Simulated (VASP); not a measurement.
Here is a VASP 6.6.1 calculation.

The input INCAR:

```
PREC = Accurate
ENCUT = 500
EDIFF = 1E-7
ISMEAR = 1
SIGMA = 0.0709
LREAL = F
LASPH = T
NELM = 120
ALGO = Normal
ISIF = 3
LWAVE = F
LCHARG = F
GGA = PE
IBRION = 2
NSW = 60
EDIFFG = -0.03
GGA_COMPAT = F
NELMIN = 4
```

File KPOINTS:

```
regular mesh
0
Gamma
  8 8 8
```

POSCAR

```
SbPt
1.0
    0.0000000000      2.8185200000      2.8185200000
    2.8185200000      0.0000000000      2.8185200000
    2.8185200000      2.8185200000      0.0000000000
Pt Sb
1 1
Direct
    0.0000000000      0.0000000000      0.0000000000
    0.5000000000      0.5000000000      0.5000000000
```

Potentials or basis: VASP PAW PBE potentials, release 64 (Pt, Sb).

Run with:

```bash
$ cat potpaw_PBE.64/Pt/POTCAR potpaw_PBE.64/Sb/POTCAR > POTCAR
$ mpirun -np 1 vasp_std > vasp.out
```

Problem. Predict the relaxed cell.

Solution. a = 3.919 Å, b = 3.919 Å, c = 3.919 Å, α = 60.00°, β = 60.00°, γ = 60.00°.

Problem. What does it give for the relaxed volume?

Solution. 21.28 Å³/atom.

Final structure:
```
Pt Sb
1.0
     0.00000    2.77123    2.77123
     2.77123    0.00000    2.77123
     2.77123    2.77123    0.00000
Pt Sb
1 1
Direct
  0.00000 0.00000 0.00000
  0.50000 0.50000 0.50000
```
